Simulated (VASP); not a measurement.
# Ge in VASP: further runs

The runs below take Ge through single point, with PBE.

Program: VASP 6.6.1. These are calculated values, not measurements. Logs are shortened: lines on timing, memory, paths and dates and some standing lists are left out, and cuts for length are marked.

## (1) The cell of the first run

Symmetry: Immm, No. 71, orthorhombic system. Conventional cell: a = 3.144 Å, b = 3.188 Å, c = 3.857 Å, α = 90.00°, β = 90.00°, γ = 90.00°. Ge (site symmetry mmm) has 14 Ge at 2.96 to 3.86 Å within 3.9 Å.

The cell was generated, and may not be a known phase.

## (2) Single point, PBE

Input file INCAR:

```
SYSTEM = Ge
PREC = Accurate
ENCUT = 520
EDIFF = 1E-6
ISMEAR = 0
SIGMA = 0.1
LREAL = .False.
LASPH = .True.
NELM = 100
ALGO = Normal
ISIF = 2
LWAVE = .False.
LCHARG = .False.
GGA = PE
NBANDS = 13
```

Input file KPOINTS:

```
Automatic mesh
0
Gamma
  8 8 8
  0 0 0
```

Input file POSCAR:

```
Ge
1.0
   -1.5940829466      1.5720288448      1.9286513015
    1.5940829466     -1.5720288448      1.9286513015
    1.5940829466      1.5720288448     -1.9286513015
Ge
1
Direct
    0.0000000000      0.5000000000      0.5000000000
```

Potentials or basis: VASP PAW PBE potentials, release 64 (Ge_d).

Started as:

```bash
$ cat potpaw_PBE.64/Ge_d/POTCAR > POTCAR
$ mpirun -np 1 vasp_std > vasp.out
```

OUTCAR:

```text
SYSTEM = Ge
   PREC = Accurate
   ENCUT = 520
   EDIFF = 1E-6
   ISMEAR = 0
   LREAL = .False.
   LASPH = .True.
   NELM = 100
   ISIF = 2
   GGA = PE

 ion  position               nearest neighbor table
   1  0.000  0.500  0.500-

  LATTYP: Found a body centered orthorhombic cell.
 ALAT       =     3.1440576896
 B/A-ratio  =     1.0140290694
 C/A-ratio  =     1.2268549066

  Lattice vectors:

 A1 = (   1.5940829466,  -1.5720288448,  -1.9286513015)
 A2 = (  -1.5940829466,   1.5720288448,  -1.9286513015)
 A3 = (   1.5940829466,   1.5720288448,   1.9286513015)

Analysis of symmetry for initial positions (statically):
=====================================================================
 Subroutine PRICEL returns:
 Original cell was already a primitive cell.

 Routine SETGRP: Setting up the symmetry group for a
 body centered orthorhombic supercell.

 Subroutine GETGRP returns: Found  8 space group operations
 (whereof  8 operations were pure point group operations)
 out of a pool of  8 trial point group operations.

The static configuration has the point symmetry D_2h.

Analysis of symmetry for dynamics (positions and initial velocities):
=====================================================================
 Subroutine PRICEL returns:
 Original cell was already a primitive cell.

 Routine SETGRP: Setting up the symmetry group for a
 body centered orthorhombic supercell.

 Subroutine GETGRP returns: Found  8 space group operations
 (whereof  8 operations were pure point group operations)
 out of a pool of  8 trial point group operations.

The dynamic configuration has the point symmetry D_2h.

 Subroutine INISYM returns: Found  8 space group operations
 (whereof  8 operations are pure point group operations),
 and found     1 'primitive' translations

----------------------------------------------------------------------------------------

                                     Primitive cell

  volume of cell :      19.3324

  direct lattice vectors                    reciprocal lattice vectors
    -1.594082947  1.572028845  1.928651301     0.000000000  0.318060322  0.259248522
     1.594082947 -1.572028845  1.928651301     0.313659964  0.000000000  0.259248522
     1.594082947  1.572028845 -1.928651301     0.313659964  0.318060322  0.000000000

  length of vectors
     2.955007779  2.955007779  2.955007779     0.410331774  0.406930423  0.446704535

  position of ions in fractional coordinates (direct lattice)
     0.000000000  0.500000000  0.500000000

  ion indices of the primitive-cell ions
   primitive index   ion index
                 1           1

----------------------------------------------------------------------------------------

 KPOINTS: Automatic mesh

Automatic generation of k-mesh.
 Grid dimensions read from file:
 generate k-points for:    8    8    8

 Generating k-lattice:

  Cartesian coordinates                     Fractional coordinates (reciprocal lattice)
     0.000000000  0.039757540  0.032406065     0.125000000  0.000000000  0.000000000
     0.039207496  0.000000000  0.032406065    -0.000000000  0.125000000  0.000000000
     0.039207496  0.039757540  0.000000000    -0.000000000  0.000000000  0.125000000

  Length of vectors
     0.051291472  0.050866303  0.055838067

  Shift w.r.t. Gamma in fractional coordinates (k-lattice)
     0.000000000  0.000000000  0.000000000

 Subroutine IBZKPT returns following result:
 ===========================================

 Found     95 irreducible k-points:

 Following reciprocal coordinates:
            Coordinates               Weight
  0.000000  0.000000  0.000000      1.000000
  0.125000 -0.000000  0.000000      4.000000
  0.250000 -0.000000  0.000000      4.000000
  0.375000 -0.000000  0.000000      4.000000
  0.500000 -0.000000  0.000000      2.000000
 -0.000000  0.125000  0.000000      4.000000
[... 16 lines left out ...]
  0.125000  0.375000  0.000000      8.000000
  0.250000  0.375000  0.000000      8.000000
 [... further k-points ...]
   k-points           NKPTS =     95   k-points in BZ     NKDIM =     95   number of bands    NBANDS=     13
   number of dos      NEDOS =    301   number of ions     NIONS =      1
   total plane-waves  NPLWV =  13824
   dimension x,y,z NGX =    24 NGY =   24 NGZ =   24
   dimension x,y,z NGXF=    48 NGYF=   48 NGZF=   48
   ions per type =               1
   NGX,Y,Z   is equivalent  to a cutoff of  13.50, 13.50, 13.50 a.u.
   NGXF,Y,Z  is equivalent  to a cutoff of  27.00, 27.00, 27.00 a.u.
 SYSTEM =  Ge
   PREC   = accura    normal or accurate (medium, high low for compatibility)
   ISTART =      0    job   : 0-new  1-cont  2-samecut
   ICHARG =      2    charge: 1-file 2-atom 10-const
   ISPIN  =      1    spin polarized calculation?
   LNONCOLLINEAR =      F non collinear calculations
   LSORBIT =      F    spin-orbit coupling
   LASPH  =      T    aspherical Exc in radial PAW
   ENCUT  =  520.0 eV  38.22 Ry    6.18 a.u.   5.49  5.49  5.49*2*pi/ulx,y,z
   NELM   =    100;   NELMIN=  2; NELMDL= -5     # of ELM steps
   EDIFF  = 0.1E-05   stopping-criterion for ELM
   LREAL  =      F    real-space projection
   EDIFFG = 0.1E-04   stopping-criterion for IOM
   NSW    =      0    number of steps for IOM
   IBRION =     -1    ionic relax: 0-MD 1-quasi-New 2-CG
   NFREE  =      0    steps in history (QN), initial steepest desc. (CG)
   ISIF   =      2    stress and relaxation
   ISYM   =      2    0-nonsym 1-usesym 2-fastsym
   POTIM  = 0.5000    time-step for ionic-motion
   TEBEG  =    0.0;   TEEND  =   0.0 temperature during run
   PSTRESS=    0.0 pullay stress
   NELECT =      14.0000    total number of electrons
   NUPDOWN=      -1.0000    fix difference up-down
   EMIN   =  10.00;   EMAX   =-10.00  energy-range for DOS
   EFERMI =   0.00;   METHOD = LEGACY
   ISMEAR =     0;   SIGMA  =   0.10  broadening in eV -4-tet -1-fermi 0-gaus
   EFERMI_NEDOS =   21; number of points for ismear=-14 and -15
   IALGO  =     38    algorithm
   IMIX   =      4    mixing-type and parameters
     AMIX     =   0.40;   BMIX     =  1.00
     AMIX_MAG =   1.60;   BMIX_MAG =  1.00
  volume/ion in A,a.u.               =      19.33       130.46
  Fermi-wavevector in a.u.,A,eV,Ry     =   1.470130  2.778143 29.406038  2.161283
  Thomas-Fermi vector in A             =   2.585424
   LORBIT       =      0    0 simple, 1 ext, 2 COOP (PROOUT), +10 PAW based schemes
   GGA     = PE    functional components
   LHFCALC =     F    Hartree Fock is set to
   AEXX    =    0.0000 exact exchange contribution
   IVDW    =     0    specifies the selected vdW correction
   LEPSILON=     F    determine dielectric tensor
   LRPA    =     F    only Hartree local field effects (RPA)
 non-spin polarized calculation
 Gauss-broadening in eV      SIGMA  =   0.10
  energy-cutoff  :      520.00
  volume of cell :       19.33
 maximum number of plane-waves:       536
 NGX is ok and might be reduce to    24

 number of electron      14.0000005 magnetization

 Free energy of the ion-electron system (eV)
  ---------------------------------------------------
  ext. energy  EPLUGINS =         0.00000000
  ---------------------------------------------------
  free energy    TOTEN  =        -4.22330558 eV

  energy without entropy =       -4.22212231  energy(sigma->0) =       -4.22271395

 E-fermi :   6.5679     XC(G=0): -11.1768

 val. band max:        6.4160672199   @ k =   0.2500   0.1250   0.0000
 cond. band min:       6.6053438428   @ k =  -0.3750  -0.2500   0.2500
 fundamental gap:      0.1892766229
 Fermi energy:         6.5678773342

 k-point     1 :       0.0000    0.0000    0.0000
  band No.  band energies     occupation
      1     -18.2117      2.00000
      2     -18.2080      2.00000
      3     -18.1878      2.00000
      4     -18.1709      2.00000
      5     -18.1247      2.00000
      6      -6.4356      2.00000
      7      15.1619      0.00000
      8      15.2940      0.00000
      9      15.5343      0.00000
     10      20.1771      0.00000
     11      20.5646      0.00000
     12      21.4354      0.00000
     13      21.8534      0.00000

 k-point     2 :       0.1250   -0.0000    0.0000
  band No.  band energies     occupation
      1     -18.2066      2.00000
      2     -18.2034      2.00000
      3     -18.1813      2.00000
      4     -18.1694      2.00000
      5     -18.1278      2.00000
      6      -6.0460      2.00000
      7      12.4564      0.00000
      8      14.4360      0.00000
      9      15.0081      0.00000
     10      19.2787      0.00000
     11      20.6546      0.00000
     12      21.8165      0.00000
     13      23.0180      0.00000

 k-point     3 :       0.2500   -0.0000    0.0000
  band No.  band energies     occupation
      1     -18.2109      2.00000
      2     -18.1981      2.00000
      3     -18.1648      2.00000
      4     -18.1490      2.00000
      5     -18.1311      2.00000
      6      -4.8810      2.00000
      7       7.8968      0.00000
      8      13.1183      0.00000
      9      14.4263      0.00000
     10      18.2805      0.00000
     11      19.1888      0.00000
     12      21.1322      0.00000
     13      24.1712      0.00000

 k-point     4 :       0.3750   -0.0000    0.0000
  band No.  band energies     occupation
      1     -18.2191      2.00000
      2     -18.2002      2.00000
      3     -18.1636      2.00000
      4     -18.1247      2.00000
      5     -18.1125      2.00000
      6      -2.9865      2.00000
      7       3.7795      2.00000
      8      12.2028      0.00000
      9      14.0021      0.00000
     10      17.4721      0.00000
     11      17.9503      0.00000
     12      20.9462      0.00000
     13      23.9854      0.00000

 k-point     5 :       0.5000   -0.0000    0.0000
  band No.  band energies     occupation
      1     -18.2227      2.00000
      2     -18.2025      2.00000
      3     -18.1646      2.00000
      4     -18.1193      2.00000
      5     -18.0971      2.00000
      6      -1.1707      2.00000
      7       1.2059      2.00000
      8      11.8841      0.00000
      9      13.8594      0.00000
     10      17.1262      0.00000
     11      17.5235      0.00000
     12      21.5449      0.00000
     13      22.5727      0.00000
[... 257 lines left out ...]
 k-point    22 :      -0.0000    0.3750    0.0000
  band No.  band energies     occupation
      1     -18.2159      2.00000
      2     -18.2005      2.00000
      3     -18.1673      2.00000
      4     -18.1264      2.00000
      5     -18.1121      2.00000
      6      -3.0549      2.00000
      7       3.6567      2.00000
      8      12.4389      0.00000
      9      14.2274      0.00000
     10      17.7162      0.00000
     11      18.2613      0.00000
     12      20.8677      0.00000
     13      23.9000      0.00000

 k-point    23 :       0.1250    0.3750    0.0000
  band No.  band energies     occupation
      1     -18.2138      2.00000
      2     -18.1952      2.00000
      3     -18.1625      2.00000
      4     -18.1294      2.00000
      5     -18.1079      2.00000
      6      -1.8640      2.00000
      7       2.6124      2.00000
      8       9.6946      0.00000
      9      13.1717      0.00000
     10      18.4051      0.00000
     11      19.7103      0.00000
     12      22.3940      0.00000
     13      24.4460      0.00000

 k-point    24 :       0.2500    0.3750    0.0000
  band No.  band energies     occupation
      1     -18.2159      2.00000
      2     -18.1730      2.00000
      3     -18.1468      2.00000
      4     -18.1412      2.00000
      5     -18.1182      2.00000
      6      -0.2963      2.00000
      7       2.6544      2.00000
      8       5.9941      2.00000
      9      11.7600      0.00000
     10      17.0434      0.00000
     11      21.9474      0.00000
     12      24.6516      0.00000
     13      26.6699      0.00000

 [... further k-points ...]

------------------------ aborting loop because EDIFF is reached ----------------------------------------

  FORCE on cell =-STRESS in cart. coord.  units (eV):
  Direction    XX          YY          ZZ          XY          YZ          ZX
  --------------------------------------------------------------------------------------
  -------------------------------------------------------------------------------------
  Total       -0.0196208     -0.0180311     -0.0413917     -0.0000000      0.0000000      0.0000000
  in kB       -1.6260839     -1.4943344     -3.4303512     -0.0000000      0.0000000      0.0000000
  external PRESSURE =      -2.1835898 kB  Pullay stress =       0.0000000 kB

 VOLUME and BASIS-vectors are now :
 -----------------------------------------------------------------------------
  energy-cutoff  :      520.00
  volume of cell :       19.33
      direct lattice vectors                 reciprocal lattice vectors
    -1.594082947  1.572028845  1.928651301     0.000000000  0.318060322  0.259248522
     1.594082947 -1.572028845  1.928651301     0.313659964  0.000000000  0.259248522
     1.594082947  1.572028845 -1.928651301     0.313659964  0.318060322  0.000000000

 POSITION                                       TOTAL-FORCE (eV/Angst)
 -----------------------------------------------------------------------------------
      1.59408      0.00000      0.00000        -0.000000      0.000000      0.000000
 -----------------------------------------------------------------------------------
    total drift:                                0.000000      0.000000     -0.000000

  FREE ENERGIE OF THE ION-ELECTRON SYSTEM (eV)
  ---------------------------------------------------
  free  energy   TOTEN  =        -4.2233055828 eV

  energy  without entropy=       -4.2221223111  energy(sigma->0) =       -4.22271395
```

Wall time 17 s (1 thread of Intel Xeon Platinum 8375C at 2.90GHz (Ice Lake), shared host); peak memory 0.15 GiB.

What came out:

```yaml
Free_energy: -4.2233 eV
Pressure: -0.2 GPa
Band_gap_on_the_k_mesh: zero (bands 7 and 8 overlap by 10.72 eV)
```

## (3) Single point, PBE

This run uses another cell than the first one: it holds 4 atoms, not 1.

Input file INCAR:

```
SYSTEM = Ge
ALGO = Normal
EDIFF = 1E-6
ENCUT = 520
GGA = PE
ISIF = 2
ISMEAR = 0
LASPH = .True.
LCHARG = .False.
LREAL = .False.
LWAVE = .False.
NBANDS = 36
NELM = 80
PREC = Accurate
SIGMA = 0.2
```

Input file KPOINTS:

```
k-points
0
Gamma
  8 4 4
  0 0 0
```

Input file POSCAR:

```
Ge
1.0
   -1.6077306662     -1.6077306662      1.8753619185
    4.8231919987     -1.6077306662      1.8753619185
   -1.6077306662      4.8231919987      1.8753619185
Ge
4
Direct
    0.5000000000      0.2500000000      0.2500000000
    1.0000000000      0.7500000000      0.2500000000
    0.0000000000      0.2500000000      0.7500000000
    0.5000000000      0.7500000000      0.7500000000
```

Potentials or basis: VASP PAW PBE potentials, release 64 (Ge_d).

Started as:

```bash
$ cat potpaw_PBE.64/Ge_d/POTCAR > POTCAR
$ mpirun -np 1 vasp_std > vasp.out
```

Run time: 73 s. Hardware: 1 thread of Intel Xeon Platinum 8375C at 2.90GHz (Ice Lake), shared host; peak memory 0.23 GiB.

It converged, with:

```
Free energy            : -16.7686 eV
Pressure               : -0.3 GPa
Band gap on the k mesh : zero (bands 28 and 29 overlap by 4.45 eV)
```

Stress tensor (GPa, compression positive):
```
-0.43 -0.52 -0.26
-0.52 -0.43 -0.26
-0.26 -0.26  0.07
```

Levels at points of the mesh, in eV from the Fermi level:
```
           k point  band 26  band 27  band 28  band 29  band 30  band 31
(0.00, 0.00, 0.00)    -5.26    -4.72     3.21     4.68     5.18     5.18
(0.50, 0.00, 0.00)    -2.90    -1.49    -1.49    -0.52    -0.52    -0.16
(0.00, 0.50, 0.00)    -2.33     0.21     0.21     1.37     1.37     4.84
(0.50, 0.50, 0.00)    -3.42    -2.34    -2.34     0.21     0.21     2.37
(0.00, 0.50, 0.50)    -1.48    -0.16    -0.16     2.77     2.77     5.06
(0.50, 0.50, 0.50)    -4.72    -3.50    -2.37     0.83     0.84     3.21
```

## (4) Single point, PBE

This run uses another cell than the first one, of 19.39 Å³/atom.

Input file INCAR:

```
  PREC = Accurate
  ENCUT = 520
  EDIFF = 1E-6
  ISMEAR = 0
  SIGMA = 0.1
  LREAL = F
  LASPH = T
  NELM = 80
  ALGO = Normal
  ISIF = 2
  LWAVE = F
  LCHARG = F
  GGA = PE
  NBANDS = 13
```

Input file KPOINTS:

```
Automatic mesh
0
Gamma
  24 24 24
```

Input file POSCAR:

```
Ge
1.0
   -1.6077306662      1.6077306662      1.8753619185
    1.6077306662     -1.6077306662      1.8753619185
    1.6077306662      1.6077306662     -1.8753619185
Ge
1
Direct
    0.5000000000      0.5000000000      0.0000000000
```

Started as:

```bash
$ cat potpaw_PBE.64/Ge_d/POTCAR > POTCAR
$ mpirun -np 1 vasp_std > vasp.out
```

Wall time 2.3 min (1 thread of Intel Xeon Platinum 8375C at 2.90GHz (Ice Lake), shared host); peak memory 0.35 GiB.

It converged, with:

- Free energy: -4.1912 eV
- Pressure: -0.1 GPa
- Band gap on the k mesh: zero (bands 7 and 8 overlap by 11.30 eV)

Levels at points of the mesh, in eV from the Fermi level:
| k point | band 4 | band 5 | band 6 | band 7 | band 8 | band 9 | band 10 | band 11 |
| --- | --- | --- | --- | --- | --- | --- | --- | --- |
| (0.00, 0.00, 0.00) | -24.73 | -24.69 | -12.98 | 8.56 | 8.86 | 8.86 | 13.87 | 13.87 |
| (0.50, 0.00, 0.00) | -24.70 | -24.66 | -7.76 | -5.35 | 5.10 | 7.32 | 10.31 | 10.72 |
| (0.50, 0.50, 0.00) | -24.69 | -24.65 | -6.68 | -4.80 | 3.13 | 4.60 | 7.72 | 7.87 |
| (0.50, 0.50, 0.50) | -24.66 | -24.66 | -3.58 | -2.45 | 0.75 | 0.75 | 4.49 | 5.27 |

## (5) The runs side by side

| cell | k mesh | smearing | gap on the mesh (eV) | pressure (GPa) |
| --- | --- | --- | --- | --- |
| a = 2.955 Å, angles 114.7, 115.7, 98.5°, 1 atom, atomic positions A | 8 × 8 × 8 | gaussian 0.1 eV | none | -0.2 |
| a = 2.947, b = 5.419, c = 5.419 Å, angles 114.1, 95.9, 95.9°, 4 atoms, atomic positions B | 8 × 4 × 4 | gaussian 0.2 eV | none | -0.3 |
| a = 2.947 Å, angles 113.9, 113.9, 101.0°, 1 atom, atomic positions A | 24 × 24 × 24 | gaussian 0.1 eV | none | -0.1 |

Alike in all rows: task single point; level PBE; potentials or basis VASP PAW PBE potentials, release 64 (Ge_d); no spin polarisation; cutoff (eV) 520.

Total energies depend on the potentials used, so only differences within one code and one set of settings carry meaning.

The gap in the log of VASP goes by the Fermi energy; the results here count the filled bands.